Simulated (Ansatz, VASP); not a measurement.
**Re in VASP and in Ansatz**

File INCAR:

```
SYSTEM = Re
  PREC = Accurate
  ENCUT = 520
  EDIFF = 1E-7
  ISMEAR = 0
  SIGMA = 0.05
  LREAL = .FALSE.
  LASPH = .TRUE.
  NELM = 100
  ALGO = Fast
  ISIF = 2
  LWAVE = .FALSE.
  LCHARG = .FALSE.
  GGA = PE
  NBANDS = 10
```

Contents of KPOINTS:

```
regular mesh
0
G
  18 18 18
  0 0 0
```

File POSCAR:

```
Re
1.0
   -1.5432869581      1.5432869581      1.5432869581
    1.5432869581     -1.5432869581      1.5432869581
    1.5432869581      1.5432869581     -1.5432869581
Re
1
Direct
    0.0000000000      0.0000000000      0.0000000000
```

Input for Ansatz:

```yaml
crystal:
  lattice:
    - [-1.5432869581, 1.5432869581, 1.5432869581]
    - [1.5432869581, -1.5432869581, 1.5432869581]
    - [1.5432869581, 1.5432869581, -1.5432869581]
  atoms:
    - { symbol: Re, position: [0.0, 0.0, 0.0] }
basis:
  ecutwfc: 420
  ecutrho_ratio: 4
kpoints:
  mp_grid: { grid: [18, 18, 18] }
hamiltonian:
  xc: pbe
scf:
  occupations: { method: gaussian, width: 0.05 }
output:
  forces: true
  stress: true
  eigenvalues: true
```

Alike in both runs: task single point; functional PBE; k mesh 18 × 18 × 18; occupations gaussian, width 0.05 eV; no spin polarisation.

```csv
,VASP,Ansatz
version,VASP 6.6.1,Ansatz 0.2.0
potentials or method,"VASP PAW PBE potentials, release 64 (Re), cutoff 520 eV","scalar-relativistic, plane waves, PAW"
valence electrons in the cell,7,15
```

|  | VASP | Ansatz | Ansatz less VASP |
| --- | --- | --- | --- |
| gap on the k mesh at the Fermi level (eV) | none | none | - |
| pressure (GPa) | 9.3 | 9.7 | +0.38 |

A gap of «none» marks a metal or a gap that the smearing closes. VASP's potentials hold 7 valence electrons a cell and Ansatz's 15, so a difference there can come from the potentials and not from the codes.

Neither program's run includes spin-orbit coupling.
